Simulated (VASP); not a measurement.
# ReP2 (P6/mmm) in VASP: a series of runs

ReP2 is run at these levels: PBE; tasks: single point, relaxation of cell and atoms.

Program: VASP 6.6.1. These are calculated values, not measurements. Logs are shortened: lines on timing, memory, paths and dates and some standing lists are left out, and cuts for length are marked.

**1. The cell of the first run**

The structure is hexagonal, space group P6/mmm (No. 191). Conventional cell: a = 4.378 Å, b = 4.378 Å, c = 2.606 Å, α = 90.00°, β = 90.00°, γ = 120.00°. Re (site symmetry 6/mmm) has 6 P at 2.53 Å and 2 Re at 2.61 Å within 3.3 Å. P (site symmetry -6m2) has 5 P at 2.53 to 2.61 Å and 3 Re at 2.53 Å within 3.3 Å.

**2. Single point, PBE**

INCAR

```
PREC = Accurate ; ENCUT = 520
EDIFF = 1E-6 ; ISMEAR = 0
SIGMA = 0.1 ; LREAL = False
LASPH = True ; NELM = 60
ALGO = Normal ; ISIF = 2
LWAVE = False ; LCHARG = False
GGA = PE ; NBANDS = 16
```

KPOINTS

```
Automatic mesh
0
Gamma
  6 6 6
```

POSCAR

```
ReP2
1.0
    4.3777813418      0.0000000000      0.0000000000
   -2.1888906709      3.7912698542      0.0000000000
    0.0000000000      0.0000000000      2.6058348899
Re P
1 2
Direct
    0.0000000000      0.0000000000      0.5000000000
    0.3333333333      0.6666666667      0.5000000000
    0.6666666667      0.3333333333      0.5000000000
```

Potentials or basis: VASP PAW PBE potentials, release 64 (Re, P).

Command:

```
$ cat potpaw_PBE.64/Re/POTCAR potpaw_PBE.64/P/POTCAR > POTCAR
$ mpirun -np 1 vasp_std > vasp.out
```

OUTCAR:

```text
PREC = Accurate
   ENCUT = 520
   EDIFF = 1E-6
   ISMEAR = 0
   LREAL = False
   LASPH = True
   NELM = 60
   ISIF = 2
   GGA = PE

 ion  position               nearest neighbor table
   1  0.000  0.000  0.500-   2 2.53   3 2.53   2 2.53   3 2.53   3 2.53   2 2.53
   2  0.333  0.667  0.500-   3 2.53   1 2.53   3 2.53   1 2.53   1 2.53   3 2.53
   3  0.667  0.333  0.500-   2 2.53   1 2.53   2 2.53   1 2.53   1 2.53   2 2.53

  LATTYP: Found a hexagonal cell.
 ALAT       =     4.3777813418
 C/A-ratio  =     0.5952409877

  Lattice vectors:

 A1 = (   4.3777813418,   0.0000000000,   0.0000000000)
 A2 = (  -2.1888906709,   3.7912698542,   0.0000000000)
 A3 = (   0.0000000000,   0.0000000000,   2.6058348899)

Analysis of symmetry for initial positions (statically):
=====================================================================
 Subroutine PRICEL returns:
 Original cell was already a primitive cell.

 Routine SETGRP: Setting up the symmetry group for a
 hexagonal supercell.

 Subroutine GETGRP returns: Found 24 space group operations
 (whereof 24 operations were pure point group operations)
 out of a pool of 24 trial point group operations.

The static configuration has the point symmetry D_6h.

Analysis of symmetry for dynamics (positions and initial velocities):
=====================================================================
 Subroutine PRICEL returns:
 Original cell was already a primitive cell.

 Routine SETGRP: Setting up the symmetry group for a
 hexagonal supercell.

 Subroutine GETGRP returns: Found 24 space group operations
 (whereof 24 operations were pure point group operations)
 out of a pool of 24 trial point group operations.

The dynamic configuration has the point symmetry D_6h.

 Subroutine INISYM returns: Found 24 space group operations
 (whereof 24 operations are pure point group operations),
 and found     1 'primitive' translations

----------------------------------------------------------------------------------------

                                     Primitive cell

  volume of cell :      43.2500

  direct lattice vectors                    reciprocal lattice vectors
     4.377781342  0.000000000  0.000000000     0.228426210  0.131881934  0.000000000
    -2.188890671  3.791269854  0.000000000     0.000000000  0.263763868  0.000000000
     0.000000000  0.000000000  2.605834890     0.000000000  0.000000000  0.383754168

  length of vectors
[... 85 lines left out ...]
   LREAL  =      F    real-space projection
   EDIFFG = 0.1E-04   stopping-criterion for IOM
   NSW    =      0    number of steps for IOM
   IBRION =     -1    ionic relax: 0-MD 1-quasi-New 2-CG
   NFREE  =      0    steps in history (QN), initial steepest desc. (CG)
   ISIF   =      2    stress and relaxation
   ISYM   =      2    0-nonsym 1-usesym 2-fastsym
   POTIM  = 0.5000    time-step for ionic-motion
   TEBEG  =    0.0;   TEEND  =   0.0 temperature during run
   PSTRESS=    0.0 pullay stress
   NELECT =      17.0000    total number of electrons
   NUPDOWN=      -1.0000    fix difference up-down
   EMIN   =  10.00;   EMAX   =-10.00  energy-range for DOS
   EFERMI =   0.00;   METHOD = LEGACY
   ISMEAR =     0;   SIGMA  =   0.10  broadening in eV -4-tet -1-fermi 0-gaus
   EFERMI_NEDOS =   21; number of points for ismear=-14 and -15
   IALGO  =     38    algorithm
   IMIX   =      4    mixing-type and parameters
     AMIX     =   0.40;   BMIX     =  1.00
     AMIX_MAG =   1.60;   BMIX_MAG =  1.00
  volume/ion in A,a.u.               =      14.42        97.29
  Fermi-wavevector in a.u.,A,eV,Ry     =   1.199212  2.266182 19.566662  1.438109
  Thomas-Fermi vector in A             =   2.335080
   LORBIT       =      0    0 simple, 1 ext, 2 COOP (PROOUT), +10 PAW based schemes
   GGA     = PE    functional components
   LHFCALC =     F    Hartree Fock is set to
   AEXX    =    0.0000 exact exchange contribution
   IVDW    =     0    specifies the selected vdW correction
   LEPSILON=     F    determine dielectric tensor
   LRPA    =     F    only Hartree local field effects (RPA)
 non-spin polarized calculation
 Gauss-broadening in eV      SIGMA  =   0.10
  energy-cutoff  :      520.00
  volume of cell :       43.25
 maximum number of plane-waves:      1178
 NGX is ok and might be reduce to    36
   NGX = 17   NGY = 17   NGZ =  9

 number of electron      17.0000000 magnetization

 Free energy of the ion-electron system (eV)
  ---------------------------------------------------
  ext. energy  EPLUGINS =         0.00000000
  ---------------------------------------------------
  free energy    TOTEN  =       -22.34418751 eV

  energy without entropy =      -22.33116588  energy(sigma->0) =      -22.33767669

 E-fermi :   9.2702     XC(G=0): -12.2056

 val. band max:        9.2632962333   @ k =   0.1667   0.0000   0.3333
 cond. band min:       9.2855070349   @ k =   0.1667   0.1667   0.3333
 fundamental gap:      0.0222108015
 Fermi energy:         9.2701827302

 k-point     1 :       0.0000    0.0000    0.0000
  band No.  band energies     occupation
      1      -6.2540      2.00000
      2       0.6802      2.00000
      3       1.7088      2.00000
      4       1.7088      2.00000
      5       4.3181      2.00000
      6       7.3745      2.00000
[... 433 lines left out ...]
      3       1.8320      2.00000
      4       4.6196      2.00000
      5       4.8185      2.00000
      6       5.5068      2.00000
[... 8 lines left out ...]
     15      15.7953      0.00000
     16      17.0712      0.00000

 [... further k-points ...]

------------------------ aborting loop because EDIFF is reached ----------------------------------------

  FORCE on cell =-STRESS in cart. coord.  units (eV):
  Direction    XX          YY          ZZ          XY          YZ          ZX
  --------------------------------------------------------------------------------------
  -------------------------------------------------------------------------------------
  Total        0.1782814      0.1782814     -0.1842346      0.0000000      0.0000000      0.0000000
  in kB        6.6043623      6.6043623     -6.8248989      0.0000000      0.0000000      0.0000000
  external PRESSURE =       2.1279419 kB  Pullay stress =       0.0000000 kB

 VOLUME and BASIS-vectors are now :
 -----------------------------------------------------------------------------
  energy-cutoff  :      520.00
  volume of cell :       43.25
      direct lattice vectors                 reciprocal lattice vectors
     4.377781342  0.000000000  0.000000000     0.228426210  0.131881934  0.000000000
    -2.188890671  3.791269854  0.000000000     0.000000000  0.263763868  0.000000000
     0.000000000  0.000000000  2.605834890     0.000000000  0.000000000  0.383754168

 POSITION                                       TOTAL-FORCE (eV/Angst)
 -----------------------------------------------------------------------------------
      0.00000      0.00000      1.30292         0.000000      0.000000      0.000000
     -0.00000      2.52751      1.30292        -0.000000      0.000000      0.000000
      2.18889      1.26376      1.30292        -0.000000     -0.000000      0.000000
 -----------------------------------------------------------------------------------
    total drift:                                0.000000     -0.000000     -0.000000

  FREE ENERGIE OF THE ION-ELECTRON SYSTEM (eV)
  ---------------------------------------------------
  free  energy   TOTEN  =       -22.3441875081 eV

  energy  without entropy=      -22.3311658809  energy(sigma->0) =      -22.33767669
```

stdout:

```text
POSCAR found type information on POSCAR ReP
 POSCAR found :  2 types and       3 ions
 scaLAPACK will be used
 LDA part: xc-table for (Slater+PW92), standard interpolation
 POSCAR, INCAR and KPOINTS ok, starting setup
 FFT: planning ... GRIDC
 FFT: planning ... GRID_SOFT
 FFT: planning ... GRID
 WAVECAR not read
 entering main loop
```

Wall time 10 s (1 thread of Intel Xeon 6975P-C (Granite Rapids), shared host); peak memory 0.17 GiB.

Results:

```yaml
Free_energy: -22.3442 eV
Pressure: 0.2 GPa
```

Levels at points of the mesh, in eV from the Fermi level:
| k point | band 5 | band 6 | band 7 | band 8 | band 9 | band 10 | band 11 | band 12 |
| --- | --- | --- | --- | --- | --- | --- | --- | --- |
| (0.00, 0.00, 0.00) | -4.95 | -1.90 | -1.90 | 1.55 | 1.55 | 2.69 | 3.00 | 3.00 |
| (0.50, 0.00, 0.00) | -4.56 | -3.63 | 0.14 | 0.81 | 0.99 | 1.46 | 5.02 | 5.33 |
| (0.00, 0.00, 0.50) | -4.67 | -3.43 | -3.43 | -2.50 | 1.03 | 1.03 | 3.63 | 3.63 |
| (0.50, 0.00, 0.50) | -3.99 | -3.94 | -3.86 | -2.39 | -0.59 | 2.02 | 2.20 | 3.65 |

Caveat: the k points lie up to 0.40 Å⁻¹ apart; spin-orbit coupling is left out, which moves the levels of the heavy elements.

**3. Relaxation of cell and atoms, PBE**

This run uses another cell than the first one, of 20.81 Å³/atom, 1.443 times its volume.

INCAR

```
SYSTEM = ReP2
ALGO = Normal ; EDIFF = 1E-6
EDIFFG = -0.04 ; ENCUT = 600
GGA = PE ; IBRION = 2
ISIF = 3 ; ISMEAR = 0
LASPH = .True. ; LCHARG = .False.
LREAL = .False. ; LWAVE = .False.
NELM = 100 ; NSW = 90
PREC = Accurate ; SIGMA = 0.1
```

KPOINTS

```
k-points
0
Gamma
  6 6 6
  0 0 0
```

POSCAR

```
ReP2
1.0
    4.4353607400      0.0000000000      0.0000000000
   -2.2176803700      3.8411350700      0.0000000000
    0.0000000000      0.0000000000      3.6639046700
Re P
1 2
Direct
    0.0000000000      0.0000000000      0.5000000000
    0.3333333300      0.6666666700      0.5000000000
    0.6666666700      0.3333333300      0.5000000000
```

Potentials or basis: VASP PAW PBE potentials, release 64 (Re, P).

Command:

```
$ cat potpaw_PBE.64/Re/POTCAR potpaw_PBE.64/P/POTCAR > POTCAR
$ mpirun -np 1 vasp_std > vasp.out
```

Wall time 2.2 min (1 thread of Intel Xeon 6975P-C (Granite Rapids), shared host); peak memory 0.22 GiB.

The run converged. Its results:

| Quantity | Value |
| --- | --- |
| Free energy | -22.3466 eV |
| Relaxed volume | 14.42 Å³/atom |
| Relaxed cell | a = 4.383 Å, b = 4.383 Å, c = 2.601 Å, α = 90.00°, β = 90.00°, γ = 120.00° |
| Space group after relaxing (to 0.05 Å) | P6/mmm (No. 191) |
| Energy gained by relaxing | 417.4 meV/atom |
| Ionic steps | 17 |
| Pressure after relaxing | 0.1 GPa |

The path:
| step | energy change (eV) | largest force (eV/Å) | pressure (GPa) | volume (Å³) |
| --- | --- | --- | --- | --- |
| 1 | 0.0000 | 0.0000 | -17.94 | 62.42 |
| 2 | 1.8556 | 0.0000 | 66.22 | 43.58 |
| 3 | -0.5037 | 0.0000 | -4.00 | 55.63 |
| 4 | -0.5079 | 0.0000 | -2.59 | 55.17 |
| 5 | -0.5082 | 0.0000 | -2.03 | 55.00 |
| 6 | -0.7856 | 0.0000 | -1.21 | 51.17 |
| 7 | -0.9801 | 0.0000 | 21.35 | 39.69 |
| 8 | -1.0228 | 0.0000 | 8.11 | 43.17 |
| 9 | -1.2040 | 0.0000 | -6.81 | 45.29 |
| 10 | -1.2039 | 0.0000 | -6.04 | 45.14 |
| 11 | -1.0930 | 0.0000 | -0.83 | 43.63 |
| 12 | -1.2243 | 0.0000 | -5.40 | 44.68 |
| 13 | -1.2249 | 0.0000 | -5.56 | 44.75 |
| 14 | -1.2393 | 0.0000 | 4.33 | 42.30 |
| 15 | -1.2521 | 0.0000 | 0.02 | 43.27 |
| 16 | -1.2521 | 0.0000 | 0.14 | 43.24 |
| 17 | -1.2523 | 0.0000 | 0.10 | 43.27 |

Final structure:
```
Re P
1.0
     4.38287    0.00000    0.00000
    -2.19144    3.79568    0.00000
     0.00000    0.00000    2.60076
Re P
1 2
Direct
  0.00000 0.00000 0.50000
  0.33333 0.66667 0.50000
  0.66667 0.33333 0.50000
```

Levels at points of the mesh, in eV from the Fermi level:
```
           k point  band 5  band 6  band 7  band 8  band 9  band 10  band 11  band 12
(0.00, 0.00, 0.00)   -4.98   -1.91   -1.91    1.58    1.58     2.65     2.98     2.98
(0.50, 0.00, 0.00)   -4.58   -3.63    0.12    0.85    0.96     1.49     4.99     6.17
(0.00, 0.00, 0.50)   -4.67   -3.45   -3.45   -2.54    1.03     1.03     3.77     4.02
(0.50, 0.00, 0.50)   -3.97   -3.92   -3.88   -2.37   -0.63     2.02     2.19     3.64
```

Caveat: the volume moved by over 15 % at a fixed basis, so the end points are rough; spin-orbit coupling is left out, which moves the levels of the heavy elements.

**4. Single point, PBE**

INCAR

```
PREC = Accurate ; ENCUT = 500
EDIFF = 1E-6 ; ISMEAR = 0
SIGMA = 0.1 ; LREAL = False
LASPH = True ; NELM = 120
ALGO = Normal ; ISIF = 2
LWAVE = False ; LCHARG = False
GGA = PE ; NBANDS = 20
GGA_COMPAT = False
```

KPOINTS

```
Automatic mesh
0
Gamma
  6 6 6
```

POSCAR

```
ReP2
1.0
    4.3777813418      0.0000000000      0.0000000000
   -2.1888906709      3.7912698542      0.0000000000
    0.0000000000      0.0000000000      2.6058348899
Re P
1 2
Direct
    0.0000000000      0.0000000000      0.5000000000
    0.3333333333      0.6666666667      0.5000000000
    0.6666666667      0.3333333333      0.5000000000
```

Potentials or basis: VASP PAW PBE potentials, release 64 (Re_sv_GW, P).

Command:

```
$ cat potpaw_PBE.64/Re_sv_GW/POTCAR potpaw_PBE.64/P/POTCAR > POTCAR
$ mpirun -np 1 vasp_std > vasp.out
```

It took 14 s on 1 thread of Intel Xeon Platinum 8375C at 2.90GHz (Ice Lake), shared host; peak memory 0.17 GiB.

Results (log left out):

- Free energy: -23.9740 eV
- Pressure: -0.9 GPa

Stress tensor (GPa, compression positive):
```
-0.73  0.00  0.00
 0.00 -0.73  0.00
 0.00  0.00 -1.32
```

Levels at points of the mesh, in eV from the Fermi level:
```
           k point  band 9  band 10  band 11  band 12  band 13  band 14  band 15  band 16
(0.00, 0.00, 0.00)   -4.94    -1.88    -1.88     1.57     1.57     2.71     3.02     3.02
(0.50, 0.00, 0.00)   -4.55    -3.62     0.15     0.83     0.97     1.48     5.03     5.30
(0.00, 0.00, 0.50)   -4.67    -3.42    -3.42    -2.49     1.03     1.03     3.59     3.59
(0.50, 0.00, 0.50)   -3.98    -3.93    -3.85    -2.38    -0.58     2.03     2.21     3.61
```

Caveat: the k points lie up to 0.40 Å⁻¹ apart; spin-orbit coupling is left out, which moves the levels of the heavy elements.

**5. Overview**

| task | potentials or basis | cell | cutoff (eV) | second run | gap on the mesh (eV) | pressure (GPa) |
| --- | --- | --- | --- | --- | --- | --- |
| single point | VASP PAW PBE potentials, release 64 (Re, P) | a = 4.378, b = 4.378, c = 2.606 Å, angles 90.0, 90.0, 120.0°, 3 atoms | 520 | - | none | 0.2 |
| relaxation of cell and atoms | VASP PAW PBE potentials, release 64 (Re, P) | relaxed from a = 4.435, b = 4.435, c = 3.664 Å, angles 90.0, 90.0, 120.0°, 3 atoms | 600 | - | none | 0.1 |
| single point | VASP PAW PBE potentials, release 64 (Re_sv_GW, P) | a = 4.378, b = 4.378, c = 2.606 Å, angles 90.0, 90.0, 120.0°, 3 atoms | 500 | valence_matched | none | -0.9 |

Alike in all rows: level PBE; no spin polarisation; k mesh 6 × 6 × 6; smearing gaussian 0.1 eV.

Caveats: some runs use coarse meshes; spin-orbit coupling is left out, which moves the levels of the heavy elements; the volume moved by over 15 % at a fixed basis, so the end points are rough (some runs).

Total energies depend on the potentials used, so only differences within one code and one set of settings carry meaning.
